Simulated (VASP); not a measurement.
# SrCl2 (Fm-3m) in VASP: further runs, part 2 of 2

VASP 6.6.1. The steps go on from the part before.

**3. Single point, PBE**

This run uses another cell than the first one, of 30.00 Å³/atom, 1.019 times its volume.

INCAR reads:

```
PREC = Accurate ; ENCUT = 520
EDIFF = 1E-7 ; ISMEAR = -1
SIGMA = 0.02 ; LREAL = False
LASPH = True ; NELM = 100
ALGO = Normal ; ISIF = 2
LWAVE = False ; LCHARG = True
GGA = PE ; LELF = True
LVHAR = True ; NBANDS = 19
```

KPOINTS reads:

```
Automatic mesh
0
Gamma
  6 6 6
```

POSCAR reads:

```
SrCl2
1.0
    0.0000000000      3.5567663891      3.5567663891
    3.5567663891      0.0000000000      3.5567663891
    3.5567663891      3.5567663891      0.0000000000
Sr Cl
1 2
Direct
    0.0000000000      0.0000000000      0.0000000000
    0.2500000000      0.2500000000      0.2500000000
    0.7500000000      0.7500000000      0.7500000000
```

Potentials or basis: VASP PAW PBE potentials, release 64 (Sr_sv, Cl).

Run with:

```console
> cat potpaw_PBE.64/Sr_sv/POTCAR potpaw_PBE.64/Cl/POTCAR > POTCAR
> mpirun -np 1 vasp_std > vasp.out
```

OUTCAR:

```text
PREC = Accurate
   ENCUT = 520
   EDIFF = 1E-7
   ISMEAR = -1
   LREAL = False
   LASPH = True
   NELM = 100
   ISIF = 2
   GGA = PE

 ion  position               nearest neighbor table
   1  0.000  0.000  0.000-   3 3.08   3 3.08   3 3.08   2 3.08   3 3.08   2 3.08   2 3.08   2 3.08

   2  0.250  0.250  0.250-   1 3.08   1 3.08   1 3.08   1 3.08
   3  0.750  0.750  0.750-   1 3.08   1 3.08   1 3.08   1 3.08

  LATTYP: Found a face centered cubic cell.
 ALAT       =     7.1135327782

  Lattice vectors:

 A1 = (   0.0000000000,   3.5567663891,   3.5567663891)
 A2 = (   3.5567663891,   0.0000000000,   3.5567663891)
 A3 = (   3.5567663891,   3.5567663891,   0.0000000000)

Analysis of symmetry for initial positions (statically):
=====================================================================
 Subroutine PRICEL returns:
 Original cell was already a primitive cell.

 Routine SETGRP: Setting up the symmetry group for a
 face centered cubic supercell.

 Subroutine GETGRP returns: Found 48 space group operations
 (whereof 48 operations were pure point group operations)
 out of a pool of 48 trial point group operations.

The static configuration has the point symmetry O_h .

Analysis of symmetry for dynamics (positions and initial velocities):
=====================================================================
 Subroutine PRICEL returns:
 Original cell was already a primitive cell.

 Routine SETGRP: Setting up the symmetry group for a
 face centered cubic supercell.

 Subroutine GETGRP returns: Found 48 space group operations
 (whereof 48 operations were pure point group operations)
 out of a pool of 48 trial point group operations.

The dynamic configuration has the point symmetry O_h .

[... 104 lines left out ...]
   EMIN   =  10.00;   EMAX   =-10.00  energy-range for DOS
   EFERMI =   0.00;   METHOD = LEGACY
   ISMEAR =    -1;   SIGMA  =   0.02  broadening in eV -4-tet -1-fermi 0-gaus
   EFERMI_NEDOS =   21; number of points for ismear=-14 and -15
   IALGO  =     38    algorithm
   IMIX   =      4    mixing-type and parameters
     AMIX     =   0.40;   BMIX     =  1.00
     AMIX_MAG =   1.60;   BMIX_MAG =  1.00
  volume/ion in A,a.u.               =      30.00       202.43
  Fermi-wavevector in a.u.,A,eV,Ry     =   1.053772  1.991340 15.108385  1.110435
  Thomas-Fermi vector in A             =   2.188906
   LORBIT       =      0    0 simple, 1 ext, 2 COOP (PROOUT), +10 PAW based schemes
   GGA     = PE    functional components
   LHFCALC =     F    Hartree Fock is set to
   AEXX    =    0.0000 exact exchange contribution
   IVDW    =     0    specifies the selected vdW correction
   LEPSILON=     F    determine dielectric tensor
   LRPA    =     F    only Hartree local field effects (RPA)
 non-spin polarized calculation
  energy-cutoff  :      520.00
  volume of cell :       89.99
 maximum number of plane-waves:      2452
 NGX is ok and might be reduce to    40
   NGX = 19   NGY = 19   NGZ = 19

 number of electron      23.9999997 magnetization

 Free energy of the ion-electron system (eV)
  ---------------------------------------------------
  ext. energy  EPLUGINS =         0.00000000
  ---------------------------------------------------
  free energy    TOTEN  =       -12.78495728 eV

  energy without entropy =      -12.78495728  energy(sigma->0) =      -12.78495728

 E-fermi :   0.2045     XC(G=0):  -8.0350

 val. band max:       -0.2157522046   @ k =   0.5000   0.5000   0.0000
 cond. band min:       4.8995062539   @ k =   0.0000   0.0000   0.0000
 fundamental gap:      5.1152584585
 Fermi energy:         0.2044740929

 k-point     1 :       0.0000    0.0000    0.0000
  band No.  band energies     occupation
      1     -33.3015      2.00000
      2     -15.2691      2.00000
      3     -15.2691      2.00000
      4     -15.2691      2.00000
      5     -13.3479      2.00000
      6     -12.6106      2.00000
[... 329 lines left out ...]
      6     -12.7853      2.00000
[... 11 lines left out ...]
     18       8.9255      0.00000
     19       9.4677      0.00000

------------------------ aborting loop because EDIFF is reached ----------------------------------------

  FORCE on cell =-STRESS in cart. coord.  units (eV):
  Direction    XX          YY          ZZ          XY          YZ          ZX
  --------------------------------------------------------------------------------------
  -------------------------------------------------------------------------------------
  Total       -0.5059518     -0.5059518     -0.5059518      0.0000000      0.0000000      0.0000000
  in kB       -9.0079033     -9.0079033     -9.0079033      0.0000000      0.0000000      0.0000000
  external PRESSURE =      -9.0079033 kB  Pullay stress =       0.0000000 kB

 VOLUME and BASIS-vectors are now :
 -----------------------------------------------------------------------------
  energy-cutoff  :      520.00
  volume of cell :       89.99
      direct lattice vectors                 reciprocal lattice vectors
     0.000000000  3.556766389  3.556766389    -0.140577127  0.140577127  0.140577127
     3.556766389  0.000000000  3.556766389     0.140577127 -0.140577127  0.140577127
     3.556766389  3.556766389  0.000000000     0.140577127  0.140577127 -0.140577127

 POSITION                                       TOTAL-FORCE (eV/Angst)
 -----------------------------------------------------------------------------------
      0.00000      0.00000      0.00000         0.000000      0.000000     -0.000000
      1.77838      1.77838      1.77838        -0.000000     -0.000000     -0.000000
      5.33515      5.33515      5.33515         0.000000      0.000000      0.000000
 -----------------------------------------------------------------------------------
    total drift:                               -0.000000     -0.000000      0.000000

  FREE ENERGIE OF THE ION-ELECTRON SYSTEM (eV)
  ---------------------------------------------------
  free  energy   TOTEN  =       -12.7849572823 eV

  energy  without entropy=      -12.7849572823  energy(sigma->0) =      -12.78495728
```

OSZICAR:

```text
N       E                     dE             d eps       ncg     rms          rms(c)
DAV:   1     0.138999676245E+03    0.13900E+03   -0.11258E+04   608   0.112E+03
DAV:   2    -0.412402344114E+01   -0.14312E+03   -0.13875E+03   801   0.218E+02
DAV:   3    -0.128494081715E+02   -0.87254E+01   -0.86988E+01   815   0.541E+01
DAV:   4    -0.130827633590E+02   -0.23336E+00   -0.23299E+00   984   0.773E+00
DAV:   5    -0.130865933245E+02   -0.38300E-02   -0.38294E-02   835   0.871E-01    0.113E+01
DAV:   6    -0.127660365889E+02    0.32056E+00   -0.65232E-01   693   0.443E+00    0.735E+00
DAV:   7    -0.127731620417E+02   -0.71255E-02   -0.34987E-01   819   0.351E+00    0.225E+00
DAV:   8    -0.127825049885E+02   -0.93429E-02   -0.51949E-02   688   0.127E+00    0.387E-01
DAV:   9    -0.127834637202E+02   -0.95873E-03   -0.22118E-03   794   0.266E-01    0.140E-01
DAV:  10    -0.127848636511E+02   -0.13999E-02   -0.10602E-03   644   0.189E-01    0.364E-02
DAV:  11    -0.127849352744E+02   -0.71623E-04   -0.47053E-05   801   0.389E-02    0.418E-02
DAV:  12    -0.127849549938E+02   -0.19719E-04   -0.18716E-05   656   0.220E-02    0.306E-03
DAV:  13    -0.127849573604E+02   -0.23666E-05   -0.25827E-06   772   0.852E-03    0.474E-03
DAV:  14    -0.127849572823E+02    0.78093E-07   -0.45647E-07   630   0.419E-03
   1 F= -.12784957E+02 E0= -.12784957E+02  d E =-.109948E-10
```

Run time: 30 s. Hardware: 1 thread of AMD EPYC 7R13 (Zen 3), shared host; peak memory 0.21 GiB.

Results:

```
Free energy            : -12.7850 eV
Pressure               : -0.9 GPa
Band gap on the k mesh : 5.12 eV, indirect (least direct gap 5.43 eV)
```
